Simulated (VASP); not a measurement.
# LaC (Fm-3m) in VASP: further runs, part 3 of 3

VASP 6.6.1.

## Step 4: Single point, PBEsol (19.54 Å³/atom)

This run uses another cell than the first one, of 19.54 Å³/atom.

The input, INCAR:

```
SYSTEM = LaC
ALGO = Normal ; EDIFF = 1E-6
ENCUT = 520 ; GGA = PS
ISIF = 2 ; ISMEAR = 0
LASPH = .TRUE. ; LCHARG = .TRUE.
LELF = .TRUE. ; LREAL = .FALSE.
LVHAR = .TRUE. ; LWAVE = .FALSE.
NBANDS = 14 ; NELM = 100
PREC = Accurate ; SIGMA = 0.05
```

The input, KPOINTS:

```
k-points
0
G
  10 10 10
  0 0 0
```

The input, POSCAR:

```
LaC
1.0
    0.0000000000      2.6932670994      2.6932670994
    2.6932670994      0.0000000000      2.6932670994
    2.6932670994      2.6932670994      0.0000000000
La C
1 1
Direct
    0.5000000000      0.5000000000      0.5000000000
    0.0000000000      0.0000000000      0.0000000000
```

On the command line:

```console
$ cat potpaw_PBE.64/La/POTCAR potpaw_PBE.64/C/POTCAR > POTCAR
$ mpirun -np 1 vasp_std > vasp.out
```

Run time: 58 s. Hardware: 1 thread of Intel Xeon 8259CL, shared host; peak memory 0.19 GiB.

It converged, with:

- Free energy: -14.2098 eV
- Pressure: -1.6 GPa
- Band gap on the k mesh: zero (an odd number of electrons rules out a gap without spin polarisation)

Levels at points of the mesh, in eV from the Fermi level:
| k point | band 4 | band 5 | band 6 | band 7 | band 8 | band 9 | band 10 | band 11 | band 12 | band 13 |
| --- | --- | --- | --- | --- | --- | --- | --- | --- | --- | --- |
| (0.00, 0.00, 0.00) | -14.16 | -8.67 | 0.50 | 0.50 | 0.50 | 2.70 | 2.70 | 2.70 | 3.21 | 4.33 |
| (0.50, 0.00, 0.00) | -14.29 | -6.50 | -2.71 | -1.40 | -1.40 | 3.40 | 3.69 | 3.69 | 4.18 | 4.18 |
| (0.50, 0.50, 0.00) | -14.68 | -8.63 | -0.02 | 0.73 | 0.74 | 0.74 | 3.82 | 3.89 | 4.03 | 4.03 |

Caveat: the PAW data sets were made with another functional, which shifts forces and pressure a little; spin-orbit coupling is left out, which moves the levels of the heavy elements.

## Step 5: Single point, PBEsol (19.92 Å³/atom)

This run uses another cell than the first one, of 19.92 Å³/atom.

The input, INCAR:

```
PREC = Accurate ; ENCUT = 520
EDIFF = 1E-6 ; ISMEAR = 0
SIGMA = 0.05 ; LREAL = F
LASPH = T ; NELM = 60
ALGO = Normal ; ISIF = 2
LWAVE = F ; LCHARG = F
GGA = PS ; NBANDS = 14
```

The input, KPOINTS:

```
regular mesh
0
Gamma
  10 10 10
```

The input, POSCAR:

```
LaC
1.0
    0.0000000000      2.7107563368      2.7107563368
    2.7107563368      0.0000000000      2.7107563368
    2.7107563368      2.7107563368      0.0000000000
La C
1 1
Direct
    0.5000000000      0.5000000000      0.5000000000
    0.0000000000      0.0000000000      0.0000000000
```

Potentials or basis: VASP PAW PBE potentials, release 64 (La, C).

On the command line:

```console
$ cat potpaw_PBE.64/La/POTCAR potpaw_PBE.64/C/POTCAR > POTCAR
$ mpirun -np 1 vasp_std > vasp.out
```

OUTCAR:

```text
PREC = Accurate
   ENCUT = 520
   EDIFF = 1E-6
   ISMEAR = 0
   LREAL = F
   LASPH = T
   NELM = 60
   ISIF = 2
   GGA = PS

 ion  position               nearest neighbor table
   1  0.500  0.500  0.500-   2 2.71   2 2.71   2 2.71   2 2.71   2 2.71   2 2.71
   2  0.000  0.000  0.000-   1 2.71   1 2.71   1 2.71   1 2.71   1 2.71   1 2.71

  LATTYP: Found a face centered cubic cell.
 ALAT       =     5.4215126736

  Lattice vectors:

 A1 = (   0.0000000000,   2.7107563368,   2.7107563368)
 A2 = (   2.7107563368,   0.0000000000,   2.7107563368)
 A3 = (   2.7107563368,   2.7107563368,   0.0000000000)

Analysis of symmetry for initial positions (statically):
=====================================================================
 Subroutine PRICEL returns:
 Original cell was already a primitive cell.

 Routine SETGRP: Setting up the symmetry group for a
 face centered cubic supercell.

 Subroutine GETGRP returns: Found 48 space group operations
 (whereof 48 operations were pure point group operations)
 out of a pool of 48 trial point group operations.

The static configuration has the point symmetry O_h .

[... 174 lines left out ...]
      5      -1.4638      2.00000
      6       7.6909      0.00000
      7       7.6909      0.00000
      8       7.6909      0.00000
      9       9.8665      0.00000
     10       9.8665      0.00000
     11       9.8665      0.00000
     12      10.3417      0.00000
     13      11.4101      0.00000
     14      11.4101      0.00000
[... 377 lines left out ...]
      1     -23.7141      2.00000
      2      -8.1724      2.00000
      3      -7.4912      2.00000
      4      -7.4391      2.00000
      5      -0.8560      2.00000
      6       6.4882      2.00000
      7       7.1664      1.08430
      8       7.4994      0.00000
      9       8.1163      0.00000
     10      10.9446      0.00000
     11      11.0012      0.00000
     12      11.0688      0.00000
     13      11.0776      0.00000
     14      11.2313      0.00000

 [... further k-points ...]

------------------------ aborting loop because EDIFF is reached ----------------------------------------

  FORCE on cell =-STRESS in cart. coord.  units (eV):
  Direction    XX          YY          ZZ          XY          YZ          ZX
  --------------------------------------------------------------------------------------
  -------------------------------------------------------------------------------------
  Total       -0.7767341     -0.7767341     -0.7767341      0.0000000      0.0000000     -0.0000000
  in kB      -31.2378770    -31.2378770    -31.2378770      0.0000000      0.0000000     -0.0000000
  external PRESSURE =     -31.2378770 kB  Pullay stress =       0.0000000 kB

 VOLUME and BASIS-vectors are now :
 -----------------------------------------------------------------------------
  energy-cutoff  :      520.00
  volume of cell :       39.84
      direct lattice vectors                 reciprocal lattice vectors
     0.000000000  2.710756337  2.710756337    -0.184450367  0.184450367  0.184450367
     2.710756337  0.000000000  2.710756337     0.184450367 -0.184450367  0.184450367
     2.710756337  2.710756337  0.000000000     0.184450367  0.184450367 -0.184450367

 POSITION                                       TOTAL-FORCE (eV/Angst)
 -----------------------------------------------------------------------------------
      2.71076      2.71076      2.71076         0.000000      0.000000      0.000000
      0.00000      0.00000      0.00000        -0.000000     -0.000000     -0.000000
 -----------------------------------------------------------------------------------
    total drift:                               -0.000000     -0.000000      0.000000

  FREE ENERGIE OF THE ION-ELECTRON SYSTEM (eV)
  ---------------------------------------------------
  free  energy   TOTEN  =       -14.1985316632 eV

  energy  without entropy=      -14.1929345947  energy(sigma->0) =      -14.19573313
```

stdout:

```text
POSCAR found type information on POSCAR LaC
 POSCAR found :  2 types and       2 ions
 scaLAPACK will be used
 -----------------------------------------------------------------------------
|                                                                             |
|                                                                             |
|     You enforced a specific xc type in the INCAR file but a different       |
|     I HOPE YOU KNOW WHAT YOU ARE DOING!                                     |
|                                                                             |
 -----------------------------------------------------------------------------

 LDA part: xc-table for (Slater+PW92), standard interpolation
 POSCAR, INCAR and KPOINTS ok, starting setup
 FFT: planning ... GRIDC
 FFT: planning ... GRID_SOFT
 FFT: planning ... GRID
 WAVECAR not read
 entering main loop
```

It took 74 s on 1 thread of Intel Xeon 8259CL, shared host; peak memory 0.2 GiB.

Results:

```
Free energy            : -14.1985 eV
Pressure               : -3.1 GPa
Band gap on the k mesh : zero (an odd number of electrons rules out a gap without spin polarisation)
```

Caveat: the cell stands under tension; the PAW data sets were made with another functional, which shifts forces and pressure a little; spin-orbit coupling is left out, which moves the levels of the heavy elements.

## Step 6: The runs side by side

| cell | gap on the mesh (eV) | pressure (GPa) |
| --- | --- | --- |
| a = 3.758 Å, angles 60.0°, 2 atoms | none | 1.7 |
| a = 3.733 Å, angles 60.0°, 2 atoms | none | 3.6 |
| a = 3.809 Å, angles 60.0°, 2 atoms | none | -1.6 |
| a = 3.834 Å, angles 60.0°, 2 atoms | none | -3.1 |

Alike in all rows: task single point; level PBEsol; potentials or basis VASP PAW PBE potentials, release 64 (La, C); no spin polarisation; k mesh 10 × 10 × 10; cutoff (eV) 520; smearing gaussian 0.05 eV.

Caveats: the PAW data sets were made with another functional, which shifts forces and pressure a little; spin-orbit coupling is left out, which moves the levels of the heavy elements; the cell stands under pressure (at least some runs); the cell stands under tension (at least some runs).

Total energies depend on the potentials used, so only differences within one code and one set of settings carry meaning.
